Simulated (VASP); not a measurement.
# Bi (P-1) in VASP: electric field gradients with PBEsol

Aim: the electric field gradients of Bi with PBEsol.

Program: VASP 6.6.1. These are calculated values, not measurements. Logs are shortened: lines on timing, memory, paths and dates and some standing lists are left out, and cuts for length are marked.

## (1) The cell of the first run

The typed cell holds 2 atoms: a = 4.539 Å, b = 4.500 Å, c = 11.830 Å, α = 89.57°, β = 88.85°, γ = 119.13°.

## (2) Electric field gradients, PBEsol (equal xy, yz and zx shear strains of +2 %)

File INCAR:

```
PREC = Accurate
ENCUT = 520
EDIFF = 1E-8
ISMEAR = -1
SIGMA = 0.03
LREAL = False
LASPH = True
NELM = 100
ALGO = Normal
ISIF = 2
LWAVE = False
LCHARG = False
GGA = PS
LEFG = True
NBANDS = 22
```

File KPOINTS:

```
regular mesh
0
Gamma
  9 9 3
```

File POSCAR:

```
Bi
1.0
    4.5390002997      0.0453900030      0.0453900030
   -2.2301912542      3.9081945659      0.0166138942
    0.1182900000      0.1182900000     11.8290000000
Bi
2
Direct
    0.3333333333      0.6666666667      0.2500000000
    0.6666666667      0.3333333333      0.7500000000
```

Potentials or basis: VASP PAW PBE potentials, release 64 (Bi_d).

On the command line:

```
cat potpaw_PBE.64/Bi_d/POTCAR > POTCAR
mpirun -np 1 vasp_std > vasp.out
```

OUTCAR:

```text
PREC = Accurate
   ENCUT = 520
   EDIFF = 1E-8
   ISMEAR = -1
   LREAL = False
   LASPH = True
   NELM = 100
   ISIF = 2
   GGA = PS

 ion  position               nearest neighbor table
   1  0.333  0.667  0.250-
   2  0.667  0.333  0.750-

  LATTYP: Found a triclinic cell.
 ALAT       =     4.5394541770
 B/A-ratio  =     0.9912599912
 C/A-ratio  =     3.0977476524
 COS(alpha) =     0.0005750395
 COS(beta)  =     0.4729345484
 COS(gamma) =     0.4868514561

  Lattice vectors:

 A1 = (   4.5390002997,   0.0453900030,   0.0453900030)
 A2 = (   2.2301912542,  -3.9081945659,  -0.0166138942)
 A3 = (   6.7295193452,   3.8806845719, -11.7216060998)

Analysis of symmetry for initial positions (statically):
=====================================================================
 Subroutine PRICEL returns:
 Original cell was already a primitive cell.

 Routine SETGRP: Setting up the symmetry group for a
 triclinic supercell.

 Subroutine GETGRP returns: Found  2 space group operations
 (whereof  2 operations were pure point group operations)
 out of a pool of  2 trial point group operations.

The static configuration has the point symmetry S_2 .

Analysis of symmetry for dynamics (positions and initial velocities):
=====================================================================
 Subroutine PRICEL returns:
 Original cell was already a primitive cell.

 Routine SETGRP: Setting up the symmetry group for a
 triclinic supercell.

 Subroutine GETGRP returns: Found  2 space group operations
 (whereof  2 operations were pure point group operations)
 out of a pool of  2 trial point group operations.

The dynamic configuration has the point symmetry S_2 .

 Subroutine INISYM returns: Found  2 space group operations
 (whereof  2 operations are pure point group operations),
 and found     1 'primitive' translations

----------------------------------------------------------------------------------------

                                     Primitive cell

  volume of cell :     210.9938

  direct lattice vectors                    reciprocal lattice vectors
     4.539000300  0.045390003  0.045390003     0.219096832  0.125041117 -0.003441379
    -2.230191254  3.908194566  0.016613894    -0.002519265  0.254445728 -0.002519265
     0.118290000  0.118290000 11.829000000    -0.000837176 -0.000837176  0.084554743

  length of vectors
     4.539454177  4.499779308 11.830182841     0.252290598  0.254470670  0.084563032

  position of ions in fractional coordinates (direct lattice)
     0.333333333  0.666666667  0.250000000
     0.666666667  0.333333333  0.750000000

  ion indices of the primitive-cell ions
   primitive index   ion index
                 1           1
                 2           2

----------------------------------------------------------------------------------------

 KPOINTS: regular mesh

Automatic generation of k-mesh.
 Grid dimensions read from file:
 generate k-points for:    9    9    3

 Generating k-lattice:

  Cartesian coordinates                     Fractional coordinates (reciprocal lattice)
     0.024344092  0.013893457 -0.000382375     0.111111111 -0.000000000  0.000000000
    -0.000279918  0.028271748 -0.000279918     0.000000000  0.111111111  0.000000000
    -0.000279059 -0.000279059  0.028184914     0.000000000 -0.000000000  0.333333333

  Length of vectors
     0.028032289  0.028274519  0.028187677

  Shift w.r.t. Gamma in fractional coordinates (k-lattice)
     0.000000000  0.000000000  0.000000000

 Subroutine IBZKPT returns following result:
 ===========================================

 Found    122 irreducible k-points:

 Following reciprocal coordinates:
            Coordinates               Weight
  0.000000  0.000000  0.000000      1.000000
  0.111111  0.000000  0.000000      2.000000
  0.222222  0.000000  0.000000      2.000000
  0.333333 -0.000000 -0.000000      2.000000
  0.444444  0.000000  0.000000      2.000000
 -0.000000  0.111111 -0.000000      2.000000
[... 16 lines left out ...]
 -0.111111  0.222222  0.000000      2.000000
 -0.000000  0.333333  0.000000      2.000000
 [... further k-points ...]
   k-points           NKPTS =    122   k-points in BZ     NKDIM =    122   number of bands    NBANDS=     22
   number of dos      NEDOS =    301   number of ions     NIONS =      2
   total plane-waves  NPLWV = 116640
   dimension x,y,z NGX =    36 NGY =   36 NGZ =   90
   dimension x,y,z NGXF=    72 NGYF=   72 NGZF=  180
   ions per type =               2
   NGX,Y,Z   is equivalent  to a cutoff of  13.18, 13.30, 12.65 a.u.
   NGXF,Y,Z  is equivalent  to a cutoff of  26.37, 26.60, 25.29 a.u.
 SYSTEM =  unknown system
   PREC   = accura    normal or accurate (medium, high low for compatibility)
   ISTART =      0    job   : 0-new  1-cont  2-samecut
   ICHARG =      2    charge: 1-file 2-atom 10-const
   ISPIN  =      1    spin polarized calculation?
   LNONCOLLINEAR =      F non collinear calculations
   LSORBIT =      F    spin-orbit coupling
   LASPH  =      T    aspherical Exc in radial PAW
   ENCUT  =  520.0 eV  38.22 Ry    6.18 a.u.   8.44  8.37 22.00*2*pi/ulx,y,z
   NELM   =    100;   NELMIN=  2; NELMDL= -5     # of ELM steps
   EDIFF  = 0.1E-07   stopping-criterion for ELM
   LREAL  =      F    real-space projection
   EDIFFG = 0.1E-06   stopping-criterion for IOM
   NSW    =      0    number of steps for IOM
   IBRION =     -1    ionic relax: 0-MD 1-quasi-New 2-CG
   NFREE  =      0    steps in history (QN), initial steepest desc. (CG)
   ISIF   =      2    stress and relaxation
   ISYM   =      2    0-nonsym 1-usesym 2-fastsym
   POTIM  = 0.5000    time-step for ionic-motion
   TEBEG  =    0.0;   TEEND  =   0.0 temperature during run
   PSTRESS=    0.0 pullay stress
   NELECT =      30.0000    total number of electrons
   NUPDOWN=      -1.0000    fix difference up-down
   EMIN   =  10.00;   EMAX   =-10.00  energy-range for DOS
   EFERMI =   0.00;   METHOD = LEGACY
   ISMEAR =    -1;   SIGMA  =   0.03  broadening in eV -4-tet -1-fermi 0-gaus
   EFERMI_NEDOS =   21; number of points for ismear=-14 and -15
   IALGO  =     38    algorithm
   IMIX   =      4    mixing-type and parameters
     AMIX     =   0.40;   BMIX     =  1.00
     AMIX_MAG =   1.60;   BMIX_MAG =  1.00
  volume/ion in A,a.u.               =     105.50       711.93
  Fermi-wavevector in a.u.,A,eV,Ry     =   0.854461  1.614696  9.933653  0.730103
  Thomas-Fermi vector in A             =   1.971060
   LORBIT       =      0    0 simple, 1 ext, 2 COOP (PROOUT), +10 PAW based schemes
   GGA     = PS    functional components
   LHFCALC =     F    Hartree Fock is set to
   AEXX    =    0.0000 exact exchange contribution
   IVDW    =     0    specifies the selected vdW correction
   LEPSILON=     F    determine dielectric tensor
   LRPA    =     F    only Hartree local field effects (RPA)
 non-spin polarized calculation
  energy-cutoff  :      520.00
  volume of cell :      210.99
 maximum number of plane-waves:      5719
 NGX is ok and might be reduce to    36
   NGX = 17   NGY = 17   NGZ = 43

 number of electron      29.9999997 magnetization

 Free energy of the ion-electron system (eV)
  ---------------------------------------------------
  ext. energy  EPLUGINS =         0.00000000
  ---------------------------------------------------
  free energy    TOTEN  =        -3.38090959 eV

  energy without entropy =       -3.35967070  energy(sigma->0) =       -3.37029015

 E-fermi :  -1.1529     XC(G=0):  -5.4272

 val. band max:       -1.1553428094   @ k =  -0.3333  -0.1111   0.3333
 cond. band min:      -1.1526689842   @ k =  -0.1111   0.4444   0.3333
 fundamental gap:      0.0026738251
 Fermi energy:        -1.1529402200

 k-point     1 :       0.0000    0.0000    0.0000
  band No.  band energies     occupation
      1     -23.9258      2.00000
      2     -23.9258      2.00000
      3     -23.9219      2.00000
      4     -23.9219      2.00000
      5     -23.9179      2.00000
      6     -23.9179      2.00000
[... 14 lines left out ...]
     21       4.5267      0.00000
     22       4.7111      0.00000

 k-point     2 :       0.1111    0.0000    0.0000
  band No.  band energies     occupation
      1     -23.9253      2.00000
      2     -23.9253      2.00000
      3     -23.9222      2.00000
      4     -23.9222      2.00000
      5     -23.9180      2.00000
      6     -23.9180      2.00000
[... 14 lines left out ...]
     21       4.6631      0.00000
     22       4.9384      0.00000
[... 523 lines left out ...]
     21       4.7313      0.00000
     22       5.5445      0.00000

 k-point    24 :      -0.0000    0.3333    0.0000
  band No.  band energies     occupation
      1     -23.9235      2.00000
      2     -23.9235      2.00000
      3     -23.9230      2.00000
      4     -23.9230      2.00000
      5     -23.9191      2.00000
      6     -23.9191      2.00000
[... 14 lines left out ...]
     21       4.3351      0.00000
     22       4.8506      0.00000

 [... further k-points ...]
[... 5 lines left out ...]
  --------------------------------------------------------------------------------------
  -------------------------------------------------------------------------------------
  Total       -6.7632350     -6.7781157     -0.5349663      0.1043364     -0.0522019     -0.0522345
  in kB      -51.3564996    -51.4694960     -4.0622563      0.7922766     -0.3963944     -0.3966418
  external PRESSURE =     -35.6294173 kB  Pullay stress =       0.0000000 kB

 VOLUME and BASIS-vectors are now :
 -----------------------------------------------------------------------------
  energy-cutoff  :      520.00
  volume of cell :      210.99
      direct lattice vectors                 reciprocal lattice vectors
     4.539000300  0.045390003  0.045390003     0.219096832  0.125041117 -0.003441379
    -2.230191254  3.908194566  0.016613894    -0.002519265  0.254445728 -0.002519265
     0.118290000  0.118290000 11.829000000    -0.000837176 -0.000837176  0.084554743

 POSITION                                       TOTAL-FORCE (eV/Angst)
 -----------------------------------------------------------------------------------
      0.05578      2.65017      2.98346         0.001506      0.000076     -0.000468
      2.37132      1.42171      8.90755        -0.001506     -0.000076      0.000468
 -----------------------------------------------------------------------------------
    total drift:                               -0.000000      0.000000      0.000000

  FREE ENERGIE OF THE ION-ELECTRON SYSTEM (eV)
  ---------------------------------------------------
  free  energy   TOTEN  =        -3.3809095932 eV

  energy  without entropy=       -3.3596707019  energy(sigma->0) =       -3.37029015

 Electric field gradients (V/A^2)
---------------------------------------------------------------------
 ion       V_xx      V_yy      V_zz      V_xy      V_xz      V_yz
---------------------------------------------------------------------
   1      63.882    63.291  -127.173    10.959     2.269     2.254
   2      63.882    63.291  -127.173    10.959     2.269     2.254
---------------------------------------------------------------------

 Electric field gradients after diagonalization (V/A^2)
 (convention: |V_zz| > |V_xx| > |V_yy|)
----------------------------------------------------------------------
 ion       V_xx      V_yy      V_zz     asymmetry (V_yy - V_xx)/ V_zz
----------------------------------------------------------------------
   1      74.600    52.624  -127.223       0.173
   2      74.600    52.624  -127.223       0.173
----------------------------------------------------------------------

           NMR quadrupolar parameters

 Cq : quadrupolar parameter    Cq=e*Q*V_zz/h
 eta: asymmetry parameters     (V_yy - V_xx)/ V_zz
 Q  : nuclear electric quadrupole moment in mb (millibarn)
----------------------------------------------------------------------
 ion       Cq(MHz)       eta       Q (mb)
----------------------------------------------------------------------
   1      -0.308       0.173       1.000
   2      -0.308       0.173       1.000
----------------------------------------------------------------------
```

Run time: 13 min. Hardware: 1 thread of Intel Xeon 8259CL, shared host; peak memory 0.63 GiB.

What came out:

- Free energy: -3.3809 eV
- Pressure: -3.6 GPa
- Band gap on the k mesh: zero (bands 15 and 16 overlap by 2.09 eV)
- Largest electric field gradient by atom: Bi -127.2 V/Å²

Electric field gradients, principal values (V/Å²):
| atom | least | middle | greatest (by size) |
| --- | --- | --- | --- |
| 1 Bi | 52.624 | 74.600 | -127.223 |
| 2 Bi | 52.624 | 74.600 | -127.223 |

Caveat: the cell differs from its parent crystal (equal xy, yz and zx shear strains of +2 %); the cell stands under tension; without QUAD_EFG the Cq values of the log hold for a quadrupole moment of 1 mb, not for the nuclei; the PAW data sets were made with another functional, which shifts forces and pressure a little; spin-orbit coupling is left out, which moves the levels of the heavy elements.
